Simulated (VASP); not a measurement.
Write the native input for VASP 6.6.1 that does the following.

```yaml
Task: single point
Functional: LDA
Potentials_or_basis: VASP PAW LDA potentials, release 64 (K_sv, Br)
Cutoff: 520 eV
k_mesh: 11 × 11 × 11
Occupations: fermi-dirac, width 0.1 eV
Spin: no spin polarisation
Dipole_correction: no
Further_INCAR_settings: ALGO = Normal; EDIFF = 1e-06; NBANDS = 15
```

The structure of KBr (CsCl type) lies in POSCAR:

```
KBr
1.0
    3.3976943522      0.0000000000      0.0000000000
    0.0000000000      3.3976943522      0.0000000000
    0.0000000000      0.0000000000      3.3976943522
K Br
1 1
Direct
    0.0000000000      0.0000000000      0.0000000000
    0.5000000000      0.5000000000      0.5000000000
```

This cell differs from its parent crystal: volume scaled by 0.7.

These files were run (other wordings do the same):

INCAR

```
SYSTEM = KBr
PREC = Accurate ; ENCUT = 520
EDIFF = 1E-6 ; ISMEAR = -1
SIGMA = 0.1 ; LREAL = .False.
LASPH = .True. ; NELM = 60
ALGO = Normal ; ISIF = 2
LWAVE = .False. ; LCHARG = .False.
NBANDS = 15
```

KPOINTS

```
Automatic mesh
0
Gamma
  11 11 11
  0 0 0
```

Potentials or basis: VASP PAW LDA potentials, release 64 (K_sv, Br).

The run is started by

```console
$ cat potpaw_LDA.64/K_sv/POTCAR potpaw_LDA.64/Br/POTCAR > POTCAR
$ mpirun -np 1 vasp_std > vasp.out
```

Results of the run:

```yaml
Pressure: 21.3 GPa
Band_gap_on_the_k_mesh: 4.18 eV, indirect (least direct gap 4.55 eV)
```

Run time: 15 s on 1 thread of Intel(R) Xeon(R) Platinum 8488C (Sapphire Rapids), on a shared host, peak memory 0.16 GiB.
